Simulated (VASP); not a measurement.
# CdSe (Cadmoselite) (P6_3mc) in VASP: further runs

The runs below take CdSe (Cadmoselite) through single point, with r2SCAN.

Everything below comes from runs of VASP 6.6.1. Logs are shortened: lines on timing, memory, paths and dates and some standing lists are left out, and cuts for length are marked.

## (1) The cell of the first run

Symmetry: P6_3mc, No. 186, hexagonal system. Conventional cell: a = 4.383 Å, b = 4.383 Å, c = 7.013 Å, α = 90.00°, β = 90.00°, γ = 120.00°. Within 3.5 Å of Cd (site symmetry 3m) lie 4 Se at 2.67 Å. Se (site symmetry 3m) has 4 Cd at 2.67 Å within 3.5 Å.

## (2) Single point, r2SCAN (in-plane strain +0.01, then relaxed in part)

Contents of POSCAR:

```
CdSe
1.0
    4.3834424511      0.0000000000      0.0000000000
   -2.1917212255      3.7961725187      0.0000000000
    0.0000000000      0.0000000000      7.0132303043
Cd Se
2 2
Direct
    0.3333333333      0.6666666667      0.0024639445
    0.6666666667      0.3333333333      0.5024639445
    0.3333333333      0.6666666667      0.3825360555
    0.6666666667      0.3333333333      0.8825360555
```

Contents of INCAR.step1:

```
  PREC = Accurate
  ENCUT = 520
  ISMEAR = 0
  SIGMA = 0.01
  LREAL = False
  LASPH = True
  NELM = 60
  NBANDS = 26
  GGA = PE
  ALGO = Normal
  EDIFF = 1E-4
  LWAVE = True
  LCHARG = False
```

Contents of INCAR.step2:

```
  PREC = Accurate
  ENCUT = 520
  EDIFF = 1E-7
  ISMEAR = 0
  SIGMA = 0.01
  LREAL = False
  LASPH = True
  NELM = 60
  ALGO = Normal
  ISIF = 2
  LWAVE = False
  LCHARG = True
  METAGGA = R2SCAN
  LMIXTAU = True
  LELF = True
  LVHAR = True
  NBANDS = 26
  ISTART = 1
```

Contents of KPOINTS:

```
regular mesh
0
Gamma
  6 6 4
```

Potentials or basis: VASP PAW PBE potentials, release 64 (Cd, Se).

Run with:

```bash
> cat potpaw_PBE.64/Cd/POTCAR potpaw_PBE.64/Se/POTCAR > POTCAR
> cp INCAR.step1 INCAR
> mpirun -np 1 vasp_std > vasp.out
> cp INCAR.step2 INCAR
> mpirun -np 1 vasp_std > vasp.out
```

OUTCAR:

```text
PREC = Accurate
   ENCUT = 520
   EDIFF = 1E-7
   ISMEAR = 0
   LREAL = False
   LASPH = True
   NELM = 60
   ISIF = 2
   METAGGA = R2SCAN
   ISTART = 1

 ion  position               nearest neighbor table
   1  0.333  0.667  0.002-   3 2.67   4 2.67   4 2.67   4 2.67
   2  0.667  0.333  0.502-   4 2.67   3 2.67   3 2.67   3 2.67
   3  0.333  0.667  0.383-   1 2.67   2 2.67   2 2.67   2 2.67
   4  0.667  0.333  0.883-   2 2.67   1 2.67   1 2.67   1 2.67

  LATTYP: Found a hexagonal cell.
 ALAT       =     4.3834424511
 C/A-ratio  =     1.5999366668

  Lattice vectors:

 A1 = (   4.3834424511,   0.0000000000,   0.0000000000)
 A2 = (  -2.1917212255,   3.7961725187,   0.0000000000)
 A3 = (   0.0000000000,   0.0000000000,   7.0132303043)

Analysis of symmetry for initial positions (statically):
=====================================================================
 Subroutine PRICEL returns:
 Original cell was already a primitive cell.

 Routine SETGRP: Setting up the symmetry group for a
 hexagonal supercell.

 Subroutine GETGRP returns: Found 12 space group operations
 (whereof  6 operations were pure point group operations)
 out of a pool of 24 trial point group operations.

The static configuration has the point symmetry C_3v.
 The point group associated with its full space group is C_6v.

Analysis of symmetry for dynamics (positions and initial velocities):
=====================================================================
 Subroutine PRICEL returns:
 Original cell was already a primitive cell.

 Routine SETGRP: Setting up the symmetry group for a
 hexagonal supercell.

 Subroutine GETGRP returns: Found 12 space group operations
 (whereof  6 operations were pure point group operations)
 out of a pool of 24 trial point group operations.

The dynamic configuration has the point symmetry C_3v.
 The point group associated with its full space group is C_6v.

 Subroutine INISYM returns: Found 12 space group operations
 (whereof  6 operations are pure point group operations),
 and found     1 'primitive' translations

----------------------------------------------------------------------------------------

                                     Primitive cell

  volume of cell :     116.7023

  direct lattice vectors                    reciprocal lattice vectors
     4.383442451  0.000000000  0.000000000     0.228131203  0.131711612  0.000000000
    -2.191721225  3.796172519  0.000000000     0.000000000  0.263423223  0.000000000
     0.000000000  0.000000000  7.013230304     0.000000000  0.000000000  0.142587646

  length of vectors
     4.383442451  4.383442451  7.013230304     0.263423223  0.263423223  0.142587646

  position of ions in fractional coordinates (direct lattice)
     0.333333333  0.666666667  0.002463945
     0.666666667  0.333333333  0.502463945
     0.333333333  0.666666667  0.382536055
     0.666666667  0.333333333  0.882536055

  ion indices of the primitive-cell ions
   primitive index   ion index
                 1           1
                 2           2
                 3           3
                 4           4

----------------------------------------------------------------------------------------

 KPOINTS: regular mesh

Automatic generation of k-mesh.
 Grid dimensions read from file:
 generate k-points for:    6    6    4

 Generating k-lattice:

  Cartesian coordinates                     Fractional coordinates (reciprocal lattice)
     0.038021867  0.021951935  0.000000000     0.166666667  0.000000000  0.000000000
     0.000000000  0.043903871  0.000000000     0.000000000  0.166666667  0.000000000
     0.000000000  0.000000000  0.035646912     0.000000000  0.000000000  0.250000000

  Length of vectors
     0.043903871  0.043903871  0.035646912

  Shift w.r.t. Gamma in fractional coordinates (k-lattice)
     0.000000000  0.000000000  0.000000000

 Subroutine IBZKPT returns following result:
 ===========================================

 Found     21 irreducible k-points:

 Following reciprocal coordinates:
            Coordinates               Weight
  0.000000  0.000000  0.000000      1.000000
  0.166667 -0.000000  0.000000      6.000000
  0.333333 -0.000000  0.000000      6.000000
  0.500000 -0.000000  0.000000      3.000000
  0.166667  0.166667  0.000000      6.000000
  0.333333  0.166667  0.000000     12.000000
[... 13 lines left out ...]
  0.333333  0.166667  0.500000     12.000000
  0.333333  0.333333  0.500000      2.000000
   k-points           NKPTS =     21   k-points in BZ     NKDIM =     21   number of bands    NBANDS=     26
   number of dos      NEDOS =    301   number of ions     NIONS =      4
   total plane-waves  NPLWV =  69984
   dimension x,y,z NGX =    36 NGY =   36 NGZ =   54
   dimension x,y,z NGXF=    72 NGYF=   72 NGZF=  108
   ions per type =               2   2
   NGX,Y,Z   is equivalent  to a cutoff of  13.65, 13.65, 12.80 a.u.
   NGXF,Y,Z  is equivalent  to a cutoff of  27.31, 27.31, 25.60 a.u.
 SYSTEM =  unknown system
   PREC   = accura    normal or accurate (medium, high low for compatibility)
   ISTART =      1    job   : 0-new  1-cont  2-samecut
   ICHARG =      0    charge: 1-file 2-atom 10-const
   ISPIN  =      1    spin polarized calculation?
   LNONCOLLINEAR =      F non collinear calculations
   LSORBIT =      F    spin-orbit coupling
   LASPH  =      T    aspherical Exc in radial PAW
   ENCUT  =  520.0 eV  38.22 Ry    6.18 a.u.   8.15  8.15 13.04*2*pi/ulx,y,z
   NELM   =     60;   NELMIN=  2; NELMDL=  0     # of ELM steps
   EDIFF  = 0.1E-06   stopping-criterion for ELM
   LREAL  =      F    real-space projection
   EDIFFG = 0.1E-05   stopping-criterion for IOM
   NSW    =      0    number of steps for IOM
   IBRION =     -1    ionic relax: 0-MD 1-quasi-New 2-CG
   NFREE  =      0    steps in history (QN), initial steepest desc. (CG)
   ISIF   =      2    stress and relaxation
   ISYM   =      2    0-nonsym 1-usesym 2-fastsym
   POTIM  = 0.5000    time-step for ionic-motion
   TEBEG  =    0.0;   TEEND  =   0.0 temperature during run
   PSTRESS=    0.0 pullay stress
   NELECT =      36.0000    total number of electrons
   NUPDOWN=      -1.0000    fix difference up-down
   EMIN   =  10.00;   EMAX   =-10.00  energy-range for DOS
   EFERMI =   0.00;   METHOD = LEGACY
   ISMEAR =     0;   SIGMA  =   0.01  broadening in eV -4-tet -1-fermi 0-gaus
   EFERMI_NEDOS =   21; number of points for ismear=-14 and -15
   IALGO  =     38    algorithm
   IMIX   =      4    mixing-type and parameters
     AMIX     =   0.40;   BMIX     =  1.00
     AMIX_MAG =   1.60;   BMIX_MAG =  1.00
  volume/ion in A,a.u.               =      29.18       196.89
  Fermi-wavevector in a.u.,A,eV,Ry     =   1.106155  2.090329 16.647793  1.223578
  Thomas-Fermi vector in A             =   2.242652
   LORBIT       =      0    0 simple, 1 ext, 2 COOP (PROOUT), +10 PAW based schemes
   METAGGA = R2SCAN    functional components
   LHFCALC =     F    Hartree Fock is set to
   AEXX    =    0.0000 exact exchange contribution
   IVDW    =     0    specifies the selected vdW correction
   LEPSILON=     F    determine dielectric tensor
   LRPA    =     F    only Hartree local field effects (RPA)
 non-spin polarized calculation
 Gauss-broadening in eV      SIGMA  =   0.01
  energy-cutoff  :      520.00
  volume of cell :      116.70
 maximum number of plane-waves:      3170
 NGX is ok and might be reduce to    36
   NGX = 17   NGY = 17   NGZ = 27

 number of electron      36.0000008 magnetization

 Free energy of the ion-electron system (eV)
  ---------------------------------------------------
  ext. energy  EPLUGINS =         0.00000000
  ---------------------------------------------------
  free energy    TOTEN  =       -71.82591053 eV

  energy without entropy =      -71.82591053  energy(sigma->0) =      -71.82591053

 E-fermi :   0.4159     XC(G=0):  -9.2449

 val. band max:        0.3670169116   @ k =   0.0000   0.0000   0.0000
 cond. band min:       1.4371301861   @ k =   0.0000   0.0000   0.0000
 fundamental gap:      1.0701132745
 Fermi energy:         0.4159176442

 k-point     1 :       0.0000    0.0000    0.0000
  band No.  band energies     occupation
      1     -12.4554      2.00000
      2     -12.0907      2.00000
      3      -7.6768      2.00000
      4      -7.6768      2.00000
      5      -7.6755      2.00000
      6      -7.6110      2.00000
[... 18 lines left out ...]
     25       7.8500      0.00000
     26       8.4879      0.00000

 k-point     2 :       0.1667   -0.0000    0.0000
  band No.  band energies     occupation
      1     -12.3791      2.00000
      2     -12.0585      2.00000
      3      -7.6556      2.00000
      4      -7.6490      2.00000
      5      -7.6069      2.00000
      6      -7.5737      2.00000
[... 18 lines left out ...]
     25       8.0015      0.00000
     26       8.4741      0.00000

 k-point     3 :       0.3333   -0.0000    0.0000
  band No.  band energies     occupation
      1     -12.2126      2.00000
      2     -12.0055      2.00000
      3      -7.6146      2.00000
      4      -7.6034      2.00000
      5      -7.5007      2.00000
      6      -7.4968      2.00000
[... 18 lines left out ...]
     25       8.6922      0.00000
     26       9.1184      0.00000

 k-point     4 :       0.5000   -0.0000    0.0000
  band No.  band energies     occupation
      1     -12.1118      2.00000
      2     -11.9953      2.00000
      3      -7.6000      2.00000
      4      -7.5873      2.00000
      5      -7.4608      2.00000
      6      -7.4463      2.00000
[... 18 lines left out ...]
     25       8.7378      0.00000
     26      10.3965      0.00000
[... 409 lines left out ...]
      1     -12.1311      2.00000
      2     -12.1311      2.00000
      3      -7.5819      2.00000
      4      -7.5819      2.00000
      5      -7.5609      2.00000
      6      -7.5609      2.00000
[... 18 lines left out ...]
     25       8.3447      0.00000
     26       8.3447      0.00000

 k-point    20 :       0.3333    0.1667    0.5000
  band No.  band energies     occupation
      1     -12.0468      2.00000
      2     -12.0468      2.00000
      3      -7.5565      2.00000
      4      -7.5565      2.00000
      5      -7.5245      2.00000
      6      -7.5245      2.00000
[... 18 lines left out ...]
     25       8.7722      0.00000
     26       8.7722      0.00000

 k-point    21 :       0.3333    0.3333    0.5000
  band No.  band energies     occupation
      1     -12.0194      2.00000
      2     -12.0194      2.00000
      3      -7.5392      2.00000
      4      -7.5392      2.00000
      5      -7.5192      2.00000
      6      -7.5192      2.00000
[... 18 lines left out ...]
     25       9.5804      0.00000
     26       9.5804      0.00000

------------------------ aborting loop because EDIFF is reached ----------------------------------------

  FORCE on cell =-STRESS in cart. coord.  units (eV):
  Direction    XX          YY          ZZ          XY          YZ          ZX
  --------------------------------------------------------------------------------------
  -------------------------------------------------------------------------------------
  Total       -0.4159802     -0.4159802      0.1750243     -0.0000000      0.0000000      0.0000000
  in kB       -5.7108919     -5.7108919      2.4028658     -0.0000000      0.0000000      0.0000000
  external PRESSURE =      -3.0063060 kB  Pullay stress =       0.0000000 kB

 VOLUME and BASIS-vectors are now :
 -----------------------------------------------------------------------------
  energy-cutoff  :      520.00
  volume of cell :      116.70
      direct lattice vectors                 reciprocal lattice vectors
     4.383442451  0.000000000  0.000000000     0.228131203  0.131711612  0.000000000
    -2.191721225  3.796172519  0.000000000     0.000000000  0.263423223  0.000000000
     0.000000000  0.000000000  7.013230304     0.000000000  0.000000000  0.142587646

 POSITION                                       TOTAL-FORCE (eV/Angst)
 -----------------------------------------------------------------------------------
     -0.00000      2.53078      0.01728         0.000000      0.000000     -0.000076
      2.19172      1.26539      3.52390         0.000000      0.000000     -0.000076
     -0.00000      2.53078      2.68281        -0.000000      0.000000      0.000076
      2.19172      1.26539      6.18943         0.000000     -0.000000      0.000076
 -----------------------------------------------------------------------------------
    total drift:                               -0.000000      0.000000      0.002491

  FREE ENERGIE OF THE ION-ELECTRON SYSTEM (eV)
  ---------------------------------------------------
  free  energy   TOTEN  =       -71.8259105304 eV

  energy  without entropy=      -71.8259105304  energy(sigma->0) =      -71.82591053
```

Run time: 3.9 min. Hardware: 1 thread of AMD EPYC 9R45 (Zen 5), shared host; peak memory 0.27 GiB.

Results:

* Free energy: -71.8259 eV
* Pressure: -0.3 GPa
* Band gap on the k mesh: 1.07 eV, direct

Caveat: the cell differs from its parent crystal (in-plane strain +0.01, then relaxed in part); the PAW data sets were made with another functional, which shifts forces and pressure a little.

(Continued in part 2 of 2.)
